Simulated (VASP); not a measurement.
Here is a VASP 6.6.1 calculation.

The input INCAR:

```
ALGO = Normal
EDIFF = 1E-6
EDIFFG = -0.01
ENCUT = 600
GGA = PS
IBRION = 2
ISIF = 3
ISMEAR = -1
ISPIN = 2
IVDW = 12
LASPH = T
LCHARG = F
LMAXMIX = 4
LORBIT = 11
LREAL = F
LWAVE = F
MAGMOM = 3
NELM = 150
NSW = 60
PREC = Accurate
SIGMA = 0.05
```

The input KPOINTS:

```
k-points
0
Gamma
  13 13 13
```

Contents of POSCAR:

```
Fe
1.0
    0.0000000000      1.9417396906      1.9651051623
    1.4984397099      0.0000000000      1.9651051623
    1.4984397099      1.9417396906      0.0000000000
Fe
1
Direct
    0.0000000000      0.0000000000      0.0000000000
```

Potentials or basis: VASP PAW PBE potentials, release 64 (Fe).

Run with:

```bash
$ cat potpaw_PBE.64/Fe/POTCAR > POTCAR
$ mpirun -np 1 vasp_std > vasp.out
```

Problem. Estimate the space group after relaxing (to 0.1 Å).

Solution. Im-3m (No. 229).

Problem. What does it give for the site moments?

Solution. Fe +2.01 μB.

Problem. Predict the net moment.

Solution. 2.03 μB per cell.

Stress tensor (GPa, compression positive):
```
-0.10  0.00  0.00
 0.00  0.11  0.00
 0.00  0.00 -0.07
```

Caveat: the PAW data sets were made with another functional, which shifts forces and pressure a little.
